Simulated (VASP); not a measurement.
# PtS2 (P-3m1) in VASP: a series of runs

The runs below take PtS2 through single point, relaxation of shape and atoms at fixed volume, with PBEsol.

All numbers are computed with VASP 6.6.1; they aren't measurements. Logs are shortened: lines on timing, memory, paths and dates and some standing lists are left out, and cuts for length are marked.

## (1) The cell of the first run

Symmetry: P-3m1, No. 164, trigonal system. Conventional cell: a = 3.569 Å, b = 3.569 Å, c = 4.966 Å, α = 90.00°, β = 90.00°, γ = 120.00°. Pt (site symmetry -3m) has 6 S at 2.38 Å within 3.1 Å. Within 3.1 Å of S (site symmetry 3m) lie 3 Pt at 2.38 Å.

## (2) Single point, PBEsol

Contents of INCAR:

```
PREC = Accurate
ENCUT = 520
EDIFF = 1E-6
ISMEAR = 0
SIGMA = 0.05
LREAL = False
LASPH = True
NELM = 60
ALGO = Normal
ISIF = 2
LWAVE = False
LCHARG = False
GGA = PS
NBANDS = 18
```

Contents of KPOINTS:

```
regular mesh
0
Gamma
  12 12 8
```

Contents of POSCAR:

```
PtS2
1.0
    3.5690207727      0.0000000001      0.0000000000
   -1.7845103865      3.0908626558      0.0000000000
    0.0000000000      0.0000000000      4.9661541861
Pt S
1 2
Direct
    0.0000000000      0.0000000000      0.0000000000
    0.3333333333      0.6666666667      0.2415551457
    0.6666666667      0.3333333333      0.7584448543
```

Potentials or basis: VASP PAW PBE potentials, release 64 (Pt, S).

Run with:

```console
> cat potpaw_PBE.64/Pt/POTCAR potpaw_PBE.64/S/POTCAR > POTCAR
> mpirun -np 1 vasp_std > vasp.out
```

OUTCAR:

```text
PREC = Accurate
   ENCUT = 520
   EDIFF = 1E-6
   ISMEAR = 0
   LREAL = False
   LASPH = True
   NELM = 60
   ISIF = 2
   GGA = PS

 ion  position               nearest neighbor table
   1  0.000  0.000  0.000-   2 2.38   3 2.38   3 2.38   2 2.38   3 2.38   2 2.38
   2  0.333  0.667  0.242-   1 2.38   1 2.38   1 2.38
   3  0.667  0.333  0.758-   1 2.38   1 2.38   1 2.38

  LATTYP: Found a hexagonal cell.
 ALAT       =     3.5690207727
 C/A-ratio  =     1.3914612725

  Lattice vectors:

 A1 = (   3.5690207727,   0.0000000001,   0.0000000000)
 A2 = (  -1.7845103865,   3.0908626558,   0.0000000000)
 A3 = (   0.0000000000,   0.0000000000,   4.9661541861)

Analysis of symmetry for initial positions (statically):
=====================================================================
 Subroutine PRICEL returns:
 Original cell was already a primitive cell.

 Routine SETGRP: Setting up the symmetry group for a
 hexagonal supercell.

 Subroutine GETGRP returns: Found 12 space group operations
 (whereof 12 operations were pure point group operations)
 out of a pool of 24 trial point group operations.

The static configuration has the point symmetry D_3d.

Analysis of symmetry for dynamics (positions and initial velocities):
=====================================================================
 Subroutine PRICEL returns:
 Original cell was already a primitive cell.

 Routine SETGRP: Setting up the symmetry group for a
 hexagonal supercell.

 Subroutine GETGRP returns: Found 12 space group operations
 (whereof 12 operations were pure point group operations)
 out of a pool of 24 trial point group operations.

The dynamic configuration has the point symmetry D_3d.

 Subroutine INISYM returns: Found 12 space group operations
 (whereof 12 operations are pure point group operations),
 and found     1 'primitive' translations

----------------------------------------------------------------------------------------

                                     Primitive cell

  volume of cell :      54.7834

  direct lattice vectors                    reciprocal lattice vectors
     3.569020773  0.000000000  0.000000000     0.280188899  0.161767136  0.000000000
    -1.784510387  3.090862656  0.000000000    -0.000000000  0.323534272  0.000000000
     0.000000000  0.000000000  4.966154186     0.000000000  0.000000000  0.201363059

  length of vectors
     3.569020773  3.569020773  4.966154186     0.323534272  0.323534272  0.201363059

  position of ions in fractional coordinates (direct lattice)
     0.000000000  0.000000000  0.000000000
     0.333333333  0.666666667  0.241555146
     0.666666667  0.333333333  0.758444854

  ion indices of the primitive-cell ions
   primitive index   ion index
                 1           1
                 2           2
                 3           3

----------------------------------------------------------------------------------------

 KPOINTS: regular mesh

Automatic generation of k-mesh.
 Grid dimensions read from file:
 generate k-points for:   12   12    8

 Generating k-lattice:

  Cartesian coordinates                     Fractional coordinates (reciprocal lattice)
     0.023349075  0.013480595  0.000000000     0.083333333  0.000000000  0.000000000
    -0.000000000  0.026961189  0.000000000     0.000000000  0.083333333  0.000000000
     0.000000000  0.000000000  0.025170382     0.000000000  0.000000000  0.125000000

  Length of vectors
     0.026961189  0.026961189  0.025170382

  Shift w.r.t. Gamma in fractional coordinates (k-lattice)
     0.000000000  0.000000000  0.000000000

 Subroutine IBZKPT returns following result:
 ===========================================

 Found    131 irreducible k-points:

 Following reciprocal coordinates:
            Coordinates               Weight
  0.000000  0.000000  0.000000      1.000000
  0.083333  0.000000  0.000000      6.000000
  0.166667 -0.000000  0.000000      6.000000
  0.250000 -0.000000  0.000000      6.000000
  0.333333 -0.000000  0.000000      6.000000
  0.416667 -0.000000  0.000000      6.000000
[... 16 lines left out ...]
  0.166667 -0.000000  0.125000      6.000000
 -0.000000  0.166667  0.125000      6.000000
 [... further k-points ...]
   k-points           NKPTS =    131   k-points in BZ     NKDIM =    131   number of bands    NBANDS=     18
   number of dos      NEDOS =    301   number of ions     NIONS =      3
   total plane-waves  NPLWV =  31360
   dimension x,y,z NGX =    28 NGY =   28 NGZ =   40
   dimension x,y,z NGXF=    56 NGYF=   56 NGZF=   80
   ions per type =               1   2
   NGX,Y,Z   is equivalent  to a cutoff of  13.04, 13.04, 13.39 a.u.
   NGXF,Y,Z  is equivalent  to a cutoff of  26.08, 26.08, 26.78 a.u.
 SYSTEM =  unknown system
   PREC   = accura    normal or accurate (medium, high low for compatibility)
   ISTART =      0    job   : 0-new  1-cont  2-samecut
   ICHARG =      2    charge: 1-file 2-atom 10-const
   ISPIN  =      1    spin polarized calculation?
   LNONCOLLINEAR =      F non collinear calculations
   LSORBIT =      F    spin-orbit coupling
   LASPH  =      T    aspherical Exc in radial PAW
   ENCUT  =  520.0 eV  38.22 Ry    6.18 a.u.   6.64  6.64  9.23*2*pi/ulx,y,z
   NELM   =     60;   NELMIN=  2; NELMDL= -5     # of ELM steps
   EDIFF  = 0.1E-05   stopping-criterion for ELM
   LREAL  =      F    real-space projection
   EDIFFG = 0.1E-04   stopping-criterion for IOM
   NSW    =      0    number of steps for IOM
   IBRION =     -1    ionic relax: 0-MD 1-quasi-New 2-CG
   NFREE  =      0    steps in history (QN), initial steepest desc. (CG)
   ISIF   =      2    stress and relaxation
   ISYM   =      2    0-nonsym 1-usesym 2-fastsym
   POTIM  = 0.5000    time-step for ionic-motion
   TEBEG  =    0.0;   TEEND  =   0.0 temperature during run
   PSTRESS=    0.0 pullay stress
   NELECT =      22.0000    total number of electrons
   NUPDOWN=      -1.0000    fix difference up-down
   EMIN   =  10.00;   EMAX   =-10.00  energy-range for DOS
   EFERMI =   0.00;   METHOD = LEGACY
   ISMEAR =     0;   SIGMA  =   0.05  broadening in eV -4-tet -1-fermi 0-gaus
   EFERMI_NEDOS =   21; number of points for ismear=-14 and -15
   IALGO  =     38    algorithm
   IMIX   =      4    mixing-type and parameters
     AMIX     =   0.40;   BMIX     =  1.00
     AMIX_MAG =   1.60;   BMIX_MAG =  1.00
  volume/ion in A,a.u.               =      18.26       123.23
  Fermi-wavevector in a.u.,A,eV,Ry     =   1.207812  2.282434 19.848318  1.458810
  Thomas-Fermi vector in A             =   2.343439
   LORBIT       =      0    0 simple, 1 ext, 2 COOP (PROOUT), +10 PAW based schemes
   GGA     = PS    functional components
   LHFCALC =     F    Hartree Fock is set to
   AEXX    =    0.0000 exact exchange contribution
   IVDW    =     0    specifies the selected vdW correction
   LEPSILON=     F    determine dielectric tensor
   LRPA    =     F    only Hartree local field effects (RPA)
 non-spin polarized calculation
 Gauss-broadening in eV      SIGMA  =   0.05
  energy-cutoff  :      520.00
  volume of cell :       54.78
 maximum number of plane-waves:      1507
 NGX is ok and might be reduce to    28
   NGX = 13   NGY = 13   NGZ = 19

 number of electron      21.9999999 magnetization

 Free energy of the ion-electron system (eV)
  ---------------------------------------------------
  ext. energy  EPLUGINS =         0.00000000
  ---------------------------------------------------
  free energy    TOTEN  =       -16.99556657 eV

  energy without entropy =      -16.99556657  energy(sigma->0) =      -16.99556657

 E-fermi :   6.9636     XC(G=0): -10.8544

 val. band max:        6.7736303858   @ k =   0.0000   0.0000   0.0000
 cond. band min:       7.3347045396   @ k =  -0.0000   0.2500   0.2500
 fundamental gap:      0.5610741538
 Fermi energy:         6.9635929107

 k-point     1 :       0.0000    0.0000    0.0000
  band No.  band energies     occupation
      1      -8.6339      2.00000
      2      -5.5638      2.00000
      3      -0.2842      2.00000
      4       0.0115      2.00000
      5       0.0115      2.00000
      6       2.8559      2.00000
[... 10 lines left out ...]
     17      14.5413      0.00000
     18      19.2623      0.00000

 k-point     2 :       0.0833    0.0000    0.0000
  band No.  band energies     occupation
      1      -8.5450      2.00000
      2      -5.6144      2.00000
      3      -0.1909      2.00000
      4       0.0698      2.00000
      5       0.0846      2.00000
      6       2.7250      2.00000
[... 10 lines left out ...]
     17      14.8213      0.00000
     18      18.0161      0.00000

 k-point     3 :       0.1667   -0.0000    0.0000
  band No.  band energies     occupation
      1      -8.2878      2.00000
      2      -5.7497      2.00000
      3       0.0586      2.00000
      4       0.2301      2.00000
      5       0.3088      2.00000
      6       2.2843      2.00000
[... 10 lines left out ...]
     17      15.5034      0.00000
     18      16.5507      0.00000

 k-point     4 :       0.2500   -0.0000    0.0000
  band No.  band energies     occupation
      1      -7.8924      2.00000
      2      -5.9318      2.00000
      3       0.3157      2.00000
      4       0.4436      2.00000
      5       0.7282      2.00000
      6       1.5742      2.00000
[... 375 lines left out ...]
      4       0.0651      2.00000
      5       0.2110      2.00000
      6       2.7033      2.00000
[... 10 lines left out ...]
     17      14.9771      0.00000
     18      17.4674      0.00000

 k-point    23 :       0.1667   -0.0000    0.1250
  band No.  band energies     occupation
      1      -8.2371      2.00000
      2      -5.8617      2.00000
      3       0.0568      2.00000
      4       0.2512      2.00000
      5       0.4471      2.00000
      6       2.3275      2.00000
[... 10 lines left out ...]
     17      15.1175      0.00000
     18      16.3287      0.00000

 k-point    24 :      -0.0000    0.1667    0.1250
  band No.  band energies     occupation
      1      -8.2438      2.00000
      2      -5.8387      2.00000
      3      -0.0904      2.00000
      4       0.2138      2.00000
      5       0.5926      2.00000
      6       2.2102      2.00000
[... 10 lines left out ...]
     17      15.8630      0.00000
     18      16.0777      0.00000

 [... further k-points ...]
[... 5 lines left out ...]
  --------------------------------------------------------------------------------------
  -------------------------------------------------------------------------------------
  Total       -0.3220780     -0.3220780     -0.2160156      0.0000000      0.0000000      0.0000000
  in kB       -9.4193877     -9.4193877     -6.3175207      0.0000000      0.0000000      0.0000000
  external PRESSURE =      -8.3854320 kB  Pullay stress =       0.0000000 kB

 VOLUME and BASIS-vectors are now :
 -----------------------------------------------------------------------------
  energy-cutoff  :      520.00
  volume of cell :       54.78
      direct lattice vectors                 reciprocal lattice vectors
     3.569020773  0.000000000  0.000000000     0.280188899  0.161767136  0.000000000
    -1.784510387  3.090862656  0.000000000    -0.000000000  0.323534272  0.000000000
     0.000000000  0.000000000  4.966154186     0.000000000  0.000000000  0.201363059

 POSITION                                       TOTAL-FORCE (eV/Angst)
 -----------------------------------------------------------------------------------
      0.00000      0.00000      0.00000        -0.000000     -0.000000      0.000000
     -0.00000      2.06058      1.19960         0.000000     -0.000000     -0.022317
      1.78451      1.03029      3.76655        -0.000000      0.000000      0.022317
 -----------------------------------------------------------------------------------
    total drift:                               -0.000000     -0.000000     -0.000000

  FREE ENERGIE OF THE ION-ELECTRON SYSTEM (eV)
  ---------------------------------------------------
  free  energy   TOTEN  =       -16.9955665735 eV

  energy  without entropy=      -16.9955665735  energy(sigma->0) =      -16.99556657
```

Run time: 73 s. Hardware: 1 thread of Intel Xeon 6975P-C (Granite Rapids), shared host; peak memory 0.26 GiB.

Results:

* Free energy: -16.9956 eV
* Pressure: -0.8 GPa
* Largest force: 0.022 eV/Å
* Band gap on the k mesh: 0.56 eV, indirect (least direct gap 0.75 eV)

Forces on the atoms (eV/Å):
```
Pt   0.000  0.000  0.000
S    0.000  0.000 -0.022
S    0.000  0.000  0.022
```

Stress tensor (GPa, compression positive):
```
-0.94  0.00  0.00
 0.00 -0.94  0.00
 0.00  0.00 -0.63
```

Caveat: the PAW data sets were made with another functional, which shifts forces and pressure a little; spin-orbit coupling is left out, which moves the levels of the heavy elements.

## (3) Single point, PBEsol

Contents of INCAR:

```
SYSTEM = PtS2
ALGO = Normal ; EDIFF = 1E-6
ENCUT = 520 ; GGA = PS
ISIF = 2 ; ISMEAR = 0
LASPH = .True. ; LCHARG = .False.
LREAL = .False. ; LWAVE = .False.
NBANDS = 18 ; NELM = 80
PREC = Accurate ; SIGMA = 0.05
```

Contents of KPOINTS:

```
k-points
0
Gamma
  12 12 8
  0 0 0
```

POSCAR is that of step 2.

Potentials or basis: VASP PAW PBE potentials, release 64 (Pt, S).

Run with:

```console
> cat potpaw_PBE.64/Pt/POTCAR potpaw_PBE.64/S/POTCAR > POTCAR
> mpirun -np 1 vasp_std > vasp.out
```

It took 68 s on 1 thread of Intel Xeon 6975P-C (Granite Rapids), shared host; peak memory 0.27 GiB.

It converged, with:

| Property | Result |
| --- | --- |
| Free energy | -16.9956 eV |
| Pressure | -0.8 GPa |
| Largest force | 0.022 eV/Å |
| Band gap on the k mesh | 0.56 eV, indirect (least direct gap 0.75 eV) |

Forces in eV/Å, atoms in the order of the input:
```
Pt   0.000  0.000  0.000
S    0.000  0.000 -0.022
S    0.000  0.000  0.022
```

Stress tensor (GPa, compression positive):
```
-0.94  0.00  0.00
 0.00 -0.94  0.00
 0.00  0.00 -0.63
```

Levels at points of the mesh, in eV from the valence-band top:
```
           k point  band 7  band 8  band 9  band 10  band 11  band 12  band 13  band 14  band 15  band 16
(0.00, 0.00, 0.00)   -3.92   -2.08   -1.21    -1.21     0.00     1.93     1.93     4.32     5.20     7.77
(0.50, 0.00, 0.00)   -3.43   -3.39   -3.25    -3.15    -2.56     1.33     2.52     5.31     6.31     7.87
(0.00, 0.00, 0.50)   -3.95   -2.77   -1.50    -1.50    -1.17     2.57     2.57     5.34     6.91     7.39
(0.50, 0.00, 0.50)   -3.27   -3.26   -2.95    -2.87    -1.42     1.54     2.03     5.05     5.19     7.58
```

Caveat: the PAW data sets were made with another functional, which shifts forces and pressure a little; spin-orbit coupling is left out, which moves the levels of the heavy elements.

[end of part 1 of 2]
